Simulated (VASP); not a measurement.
# CdS (P4_2/mnm) in VASP: single point with PBE

Aim: the single point of CdS with PBE.

Program: VASP 6.6.1. These are calculated values, not measurements. Logs are shortened: lines on timing, memory, paths and dates and some standing lists are left out, and cuts for length are marked.

### 1 The cell of the first run

It takes space group P4_2/mnm (No. 136, tetragonal). Conventional cell: a = 7.208 Å, b = 7.208 Å, c = 4.212 Å, α = 90.00°, β = 90.00°, γ = 90.00°. Within 3.3 Å of Cd (site symmetry m2m) lie 4 S at 2.54 to 2.60 Å. Within 3.3 Å of S (site symmetry m2m) lie 4 Cd at 2.54 to 2.60 Å.

### 2 Single point, PBE

POSCAR

```
CdS
1.0
    7.2080003000      0.0000000000      0.0000000000
    0.0000000000      7.2080003000      0.0000000000
    0.0000000000      0.0000000000      4.2120102000
Cd S
4 4
Direct
    0.6786770000      0.6786770000      0.0000000000
    0.1786770000      0.8213230000      0.5000000000
    0.8213230000      0.1786770000      0.5000000000
    0.3213230000      0.3213230000      0.0000000000
    0.8175000000      0.8175000000      0.5000000000
    0.1825000000      0.1825000000      0.5000000000
    0.6825000000      0.3175000000      0.0000000000
    0.3175000000      0.6825000000      0.0000000000
```

INCAR.step1

```
PREC = Accurate
ENCUT = 520
EDIFF = 1E-6
ISMEAR = 0
SIGMA = 0.02
LREAL = False
LASPH = True
NELM = 100
ALGO = Normal
ISIF = 2
LWAVE = False
LCHARG = True
GGA = PE
NBANDS = 46
```

KPOINTS.step1

```
regular mesh
0
Gamma
  4 4 6
```

INCAR.step2

```
PREC = Accurate
ENCUT = 520
EDIFF = 1E-6
ISMEAR = -5
SIGMA = 0.02
LREAL = False
LASPH = True
NELM = 100
ALGO = Normal
ISIF = 2
LWAVE = False
LCHARG = False
GGA = PE
LORBIT = 11
NEDOS = 1001
ICHARG = 11
```

KPOINTS.step2

```
regular mesh
0
Gamma
  6 6 9
```

Potentials or basis: VASP PAW PBE potentials, release 64 (Cd, S).

Run with:

```
> cat potpaw_PBE.64/Cd/POTCAR potpaw_PBE.64/S/POTCAR > POTCAR
> cp INCAR.step1 INCAR
> cp KPOINTS.step1 KPOINTS
> mpirun -np 1 vasp_std > vasp.out
> cp INCAR.step2 INCAR
> cp KPOINTS.step2 KPOINTS
> mpirun -np 1 vasp_std > vasp.out
```

OUTCAR:

```text
PREC = Accurate
   ENCUT = 520
   EDIFF = 1E-6
   ISMEAR = -5
   LREAL = False
   LASPH = True
   NELM = 100
   ISIF = 2
   GGA = PE
   LORBIT = 11
   ICHARG = 11

 ion  position               nearest neighbor table
   1  0.679  0.679  0.000-   5 2.54   5 2.54   8 2.60   7 2.60   4 3.64
   2  0.179  0.821  0.500-   8 2.54   8 2.54   5 2.60   6 2.60   3 3.64
   3  0.821  0.179  0.500-   7 2.54   7 2.54   5 2.60   6 2.60   2 3.64
   4  0.321  0.321  0.000-   6 2.54   6 2.54   8 2.60   7 2.60   1 3.64
   5  0.818  0.818  0.500-   1 2.54   1 2.54   3 2.60   2 2.60
   6  0.182  0.182  0.500-   4 2.54   4 2.54   2 2.60   3 2.60
   7  0.682  0.318  0.000-   3 2.54   3 2.54   4 2.60   1 2.60
   8  0.318  0.682  0.000-   2 2.54   2 2.54   4 2.60   1 2.60

  LATTYP: Found a simple tetragonal cell.
 ALAT       =     7.2080003000
 C/A-ratio  =     0.5843521122

  Lattice vectors:

 A1 = (   7.2080003000,   0.0000000000,   0.0000000000)
 A2 = (   0.0000000000,   7.2080003000,   0.0000000000)
 A3 = (   0.0000000000,   0.0000000000,   4.2120102000)

Analysis of symmetry for initial positions (statically):
=====================================================================
 Subroutine PRICEL returns:
 Original cell was already a primitive cell.

 Routine SETGRP: Setting up the symmetry group for a
 simple tetragonal supercell.

 Subroutine GETGRP returns: Found 16 space group operations
 (whereof  8 operations were pure point group operations)
 out of a pool of 16 trial point group operations.

The static configuration has the point symmetry D_2h.
 The point group associated with its full space group is D_4h.

Analysis of symmetry for dynamics (positions and initial velocities):
=====================================================================
 Subroutine PRICEL returns:
 Original cell was already a primitive cell.

 Routine SETGRP: Setting up the symmetry group for a
 simple tetragonal supercell.

 Subroutine GETGRP returns: Found 16 space group operations
 (whereof  8 operations were pure point group operations)
 out of a pool of 16 trial point group operations.

The dynamic configuration has the point symmetry D_2h.
 The point group associated with its full space group is D_4h.

 Subroutine INISYM returns: Found 16 space group operations
 (whereof  8 operations are pure point group operations),
 and found     1 'primitive' translations

----------------------------------------------------------------------------------------

                                     Primitive cell

  volume of cell :     218.8361

  direct lattice vectors                    reciprocal lattice vectors
     7.208000300  0.000000000  0.000000000     0.138734733  0.000000000  0.000000000
     0.000000000  7.208000300  0.000000000     0.000000000  0.138734733  0.000000000
     0.000000000  0.000000000  4.212010200     0.000000000  0.000000000  0.237416329

  length of vectors
     7.208000300  7.208000300  4.212010200     0.138734733  0.138734733  0.237416329

  position of ions in fractional coordinates (direct lattice)
     0.678677000  0.678677000  0.000000000
     0.178677000  0.821323000  0.500000000
     0.821323000  0.178677000  0.500000000
     0.321323000  0.321323000  0.000000000
     0.817500000  0.817500000  0.500000000
     0.182500000  0.182500000  0.500000000
     0.682500000  0.317500000  0.000000000
     0.317500000  0.682500000  0.000000000

  ion indices of the primitive-cell ions
   primitive index   ion index
                 1           1
                 2           2
                 3           3
                 4           4
                 5           5
                 6           6
                 7           7
                 8           8

----------------------------------------------------------------------------------------

 KPOINTS: regular mesh

Automatic generation of k-mesh.
 Grid dimensions read from file:
 generate k-points for:    6    6    9

 Generating k-lattice:

  Cartesian coordinates                     Fractional coordinates (reciprocal lattice)
     0.023122456  0.000000000  0.000000000     0.166666667  0.000000000  0.000000000
     0.000000000  0.023122456  0.000000000     0.000000000  0.166666667  0.000000000
     0.000000000  0.000000000  0.026379592     0.000000000  0.000000000  0.111111111

  Length of vectors
     0.023122456  0.023122456  0.026379592

  Shift w.r.t. Gamma in fractional coordinates (k-lattice)
     0.000000000  0.000000000  0.000000000

 TETIRR: Found    489 inequivalent tetrahedra from     1944

 Subroutine IBZKPT returns following result:
 ===========================================

 Found     50 irreducible k-points:

 Following reciprocal coordinates:
            Coordinates               Weight
  0.000000  0.000000  0.000000      1.000000
  0.166667  0.000000  0.000000      4.000000
  0.333333  0.000000  0.000000      4.000000
  0.500000  0.000000  0.000000      2.000000
  0.166667  0.166667  0.000000      4.000000
  0.333333  0.166667  0.000000      8.000000
[... 16 lines left out ...]
  0.333333  0.000000  0.222222      8.000000
  0.500000  0.000000  0.222222      4.000000
 [... further k-points ...]
   k-points           NKPTS =     50   k-points in BZ     NKDIM =     50   number of bands    NBANDS=     43
   number of dos      NEDOS =   1001   number of ions     NIONS =      8
   total plane-waves  NPLWV =  93312
   dimension x,y,z NGX =    54 NGY =   54 NGZ =   32
   dimension x,y,z NGXF=   108 NGYF=  108 NGZF=   64
   ions per type =               4   4
   NGX,Y,Z   is equivalent  to a cutoff of  12.45, 12.45, 12.63 a.u.
   NGXF,Y,Z  is equivalent  to a cutoff of  24.91, 24.91, 25.26 a.u.
 SYSTEM =  unknown system
   PREC   = accura    normal or accurate (medium, high low for compatibility)
   ISTART =      0    job   : 0-new  1-cont  2-samecut
   ICHARG =     11    charge: 1-file 2-atom 10-const
   ISPIN  =      1    spin polarized calculation?
   LNONCOLLINEAR =      F non collinear calculations
   LSORBIT =      F    spin-orbit coupling
   LASPH  =      T    aspherical Exc in radial PAW
   ENCUT  =  520.0 eV  38.22 Ry    6.18 a.u.  13.40 13.40  7.83*2*pi/ulx,y,z
   NELM   =    100;   NELMIN=  2; NELMDL=  0     # of ELM steps
   EDIFF  = 0.1E-05   stopping-criterion for ELM
   LREAL  =      F    real-space projection
   EDIFFG = 0.1E-04   stopping-criterion for IOM
   NSW    =      0    number of steps for IOM
   IBRION =     -1    ionic relax: 0-MD 1-quasi-New 2-CG
   NFREE  =      0    steps in history (QN), initial steepest desc. (CG)
   ISIF   =      2    stress and relaxation
   ISYM   =      2    0-nonsym 1-usesym 2-fastsym
   POTIM  = 0.5000    time-step for ionic-motion
   TEBEG  =    0.0;   TEEND  =   0.0 temperature during run
   PSTRESS=    0.0 pullay stress
   NELECT =      72.0000    total number of electrons
   NUPDOWN=      -1.0000    fix difference up-down
   EMIN   =  10.00;   EMAX   =-10.00  energy-range for DOS
   EFERMI =   0.00;   METHOD = LEGACY
   ISMEAR =    -5;   SIGMA  =   0.02  broadening in eV -4-tet -1-fermi 0-gaus
   EFERMI_NEDOS =   21; number of points for ismear=-14 and -15
   IALGO  =     38    algorithm
   IMIX   =      4    mixing-type and parameters
     AMIX     =   0.40;   BMIX     =  1.00
     AMIX_MAG =   1.60;   BMIX_MAG =  1.00
  volume/ion in A,a.u.               =      27.35       184.60
  Fermi-wavevector in a.u.,A,eV,Ry     =   1.130176  2.135723 17.378685  1.277297
  Thomas-Fermi vector in A             =   2.266871
   LORBIT       =     11    0 simple, 1 ext, 2 COOP (PROOUT), +10 PAW based schemes
   GGA     = PE    functional components
   LHFCALC =     F    Hartree Fock is set to
   AEXX    =    0.0000 exact exchange contribution
   IVDW    =     0    specifies the selected vdW correction
   LEPSILON=     F    determine dielectric tensor
   LRPA    =     F    only Hartree local field effects (RPA)
 non-spin polarized calculation
 Fermi weights with tetrahedron method with Bloechl corrections
  energy-cutoff  :      520.00
  volume of cell :      218.84
 maximum number of plane-waves:      5920
 NGX is ok and might be reduce to    54

 number of electron      72.0000020 magnetization

 Free energy of the ion-electron system (eV)
  ---------------------------------------------------
  ext. energy  EPLUGINS =         0.00000000
  ---------------------------------------------------
  free energy    TOTEN  =       -24.36706453 eV

  energy without entropy =      -24.36706453  energy(sigma->0) =      -24.36706453

 E-fermi :   0.5592     XC(G=0):  -8.6205

 val. band max:        0.5565773858   @ k =   0.0000   0.0000   0.0000
 cond. band min:       1.7637812407   @ k =   0.0000   0.0000   0.0000
 fundamental gap:      1.2072038549
 Fermi energy:         0.5592489332

 k-point     1 :       0.0000    0.0000    0.0000
  band No.  band energies     occupation
      1     -11.4641      2.00000
      2     -11.0706      2.00000
      3     -11.0706      2.00000
      4     -11.0049      2.00000
      5      -7.0246      2.00000
      6      -6.9982      2.00000
[... 35 lines left out ...]
     42       6.5865      0.00000
     43       7.2660      0.00000

 k-point     2 :       0.1667    0.0000    0.0000
  band No.  band energies     occupation
      1     -11.4418      2.00000
      2     -11.1120      2.00000
      3     -11.0613      2.00000
      4     -10.9932      2.00000
      5      -7.0149      2.00000
      6      -6.9954      2.00000
[... 35 lines left out ...]
     42       6.7022      0.00000
     43       7.0237      0.00000

 k-point     3 :       0.3333    0.0000    0.0000
  band No.  band energies     occupation
      1     -11.3798      2.00000
      2     -11.1953      2.00000
      3     -11.0376      2.00000
      4     -10.9921      2.00000
      5      -6.9880      2.00000
      6      -6.9862      2.00000
[... 35 lines left out ...]
     42       6.3283      0.00000
     43       6.9174      0.00000

 k-point     4 :       0.5000    0.0000    0.0000
  band No.  band energies     occupation
      1     -11.2914      2.00000
      2     -11.2914      2.00000
      3     -11.0102      2.00000
      4     -11.0102      2.00000
      5      -6.9706      2.00000
      6      -6.9706      2.00000
[... 863 lines left out ...]
     42       6.9366      0.00000
     43       7.0363      0.00000

 k-point    23 :       0.3333    0.0000    0.2222
  band No.  band energies     occupation
      1     -11.2866      2.00000
      2     -11.1364      2.00000
      3     -10.9974      2.00000
      4     -10.9731      2.00000
      5      -6.9603      2.00000
      6      -6.8872      2.00000
[... 35 lines left out ...]
     42       6.2858      0.00000
     43       6.5240      0.00000

 k-point    24 :       0.5000    0.0000    0.2222
  band No.  band energies     occupation
      1     -11.2146      2.00000
      2     -11.2146      2.00000
      3     -10.9809      2.00000
      4     -10.9809      2.00000
      5      -6.9235      2.00000
      6      -6.9235      2.00000
[... 35 lines left out ...]
     42       6.0518      0.00000
     43       6.2963      0.00000

 [... further k-points ...]

------------------------ aborting loop because EDIFF is reached ----------------------------------------

  FORCE on cell =-STRESS in cart. coord.  units (eV):
  Direction    XX          YY          ZZ          XY          YZ          ZX
  --------------------------------------------------------------------------------------
  -------------------------------------------------------------------------------------
  Total        0.3870466      0.3870466      0.3614840      0.0000000      0.0000000      0.0000000
  in kB        2.8337066      2.8337066      2.6465537      0.0000000      0.0000000      0.0000000
  external PRESSURE =       2.7713223 kB  Pullay stress =       0.0000000 kB

 VOLUME and BASIS-vectors are now :
 -----------------------------------------------------------------------------
  energy-cutoff  :      520.00
  volume of cell :      218.84
      direct lattice vectors                 reciprocal lattice vectors
     7.208000300  0.000000000  0.000000000     0.138734733  0.000000000  0.000000000
     0.000000000  7.208000300  0.000000000     0.000000000  0.138734733  0.000000000
     0.000000000  0.000000000  4.212010200     0.000000000  0.000000000  0.237416329

 POSITION                                       TOTAL-FORCE (eV/Angst)
 -----------------------------------------------------------------------------------
      4.89190      4.89190      0.00000         0.001354      0.001354     -0.000000
      1.28790      5.92010      2.10601         0.001354     -0.001354      0.000000
      5.92010      1.28790      2.10601        -0.001354      0.001354     -0.000000
      2.31610      2.31610      0.00000        -0.001354     -0.001354      0.000000
      5.89254      5.89254      2.10601        -0.002471     -0.002471     -0.000000
      1.31546      1.31546      2.10601         0.002471      0.002471     -0.000000
      4.91946      2.28854      0.00000         0.002471     -0.002471     -0.000000
      2.28854      4.91946      0.00000        -0.002471      0.002471     -0.000000
 -----------------------------------------------------------------------------------
    total drift:                               -0.000000     -0.000000      0.000000

  FREE ENERGIE OF THE ION-ELECTRON SYSTEM (eV)
  ---------------------------------------------------
  free  energy   TOTEN  =       -24.3670645346 eV

  energy  without entropy=      -24.3670645346  energy(sigma->0) =      -24.36706453

 total charge

# of ion       s       p       d       tot
------------------------------------------
    1        0.418   0.294   9.565  10.276
    2        0.418   0.294   9.565  10.276
    3        0.418   0.294   9.565  10.276
    4        0.418   0.294   9.565  10.276
    5        1.326   2.383   0.000   3.709
    6        1.326   2.383   0.000   3.709
    7        1.326   2.383   0.000   3.709
    8        1.326   2.383   0.000   3.709
--------------------------------------------------
tot          6.973  10.708  38.260  55.940
```

It took 13 min on 1 thread of Oxide Virtual Turin-like, shared host; peak memory 0.46 GiB.

What came out:

```
Valence electrons inside the program's atomic spheres : Cd 10.28; S 3.71
```
